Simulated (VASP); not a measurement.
Write the native input for VASP 6.6.1 that does the following.

| Quantity | Value |
| --- | --- |
| Task | single point |
| Functional | RPBE |
| Potentials or basis | VASP PAW PBE potentials, release 64 (Hf_pv, Pd, Se, Br, O) |
| Cutoff | 520 eV |
| k mesh | 8 × 8 × 2 |
| Occupations | fermi-dirac, width 0.05 eV |
| Spin | no spin polarisation |
| Dipole correction | no |
| Further INCAR settings | ALGO = Normal; EDIFF = 1e-06; NBANDS = 53 |

The structure of Hf2Pd2Se2Br2O3 lies in POSCAR:

```
Hf2Pd2Se2Br2O3
1.0
    3.7261300000      0.0000000000      0.0000000000
   -1.8630600000      3.2269200000      0.0000000000
    0.0000000000      0.0000000000     17.0086700000
Hf Pd Se Br O
2 2 2 2 3
Direct
    0.6666700000      0.3333300000      0.9338500000
    0.3333300000      0.6666700000      0.0661500000
    0.0000000000      0.0000000000      0.3029800000
    0.0000000000      0.0000000000      0.6970200000
    0.3333300000      0.6666700000      0.2264900000
    0.6666700000      0.3333300000      0.7735100000
    0.6666700000      0.3333300000      0.3986200000
    0.3333300000      0.6666700000      0.6013800000
    0.3333300000      0.6666700000      0.9268900000
    0.6666700000      0.3333300000      0.0731100000
    0.0000000000      0.0000000000      0.0000000000
```

These files were run (other wordings do the same):

INCAR

```
SYSTEM = Hf2Pd2Se2Br2O3
  PREC = Accurate
  ENCUT = 520
  EDIFF = 1E-6
  ISMEAR = -1
  SIGMA = 0.05
  LREAL = .False.
  LASPH = .True.
  NELM = 60
  ALGO = Normal
  ISIF = 2
  LWAVE = .False.
  LCHARG = .True.
  GGA = RP
  LELF = .True.
  LVHAR = .True.
  NBANDS = 53
```

KPOINTS

```
Automatic mesh
0
Gamma
  8 8 2
  0 0 0
```

Potentials or basis: VASP PAW PBE potentials, release 64 (Hf_pv, Pd, Se, Br, O).

Run with:

```console
$ cat potpaw_PBE.64/Hf_pv/POTCAR potpaw_PBE.64/Pd/POTCAR potpaw_PBE.64/Se/POTCAR potpaw_PBE.64/Br/POTCAR potpaw_PBE.64/O/POTCAR > POTCAR
$ mpirun -np 1 vasp_std > vasp.out
```

Results of the run:

| Quantity | Value |
| --- | --- |
| Pressure | 2.2 GPa |
| Largest force | 0.152 eV/Å |
| Band gap on the k mesh | zero (band 42 reaches 5.04 eV, above the bottom of band 43 at 4.58 eV) |

Caveat: the PAW data sets were made with another functional, which shifts forces and pressure a little; spin-orbit coupling is left out, which moves the levels of the heavy elements; this functional lacks dispersion, which binds the layers, so the pressure and a relaxed spacing across them are unreliable.

Run time: 14 min on 1 thread of Oxide Virtual Turin-like Processor (shared host), peak memory 0.58 GiB.
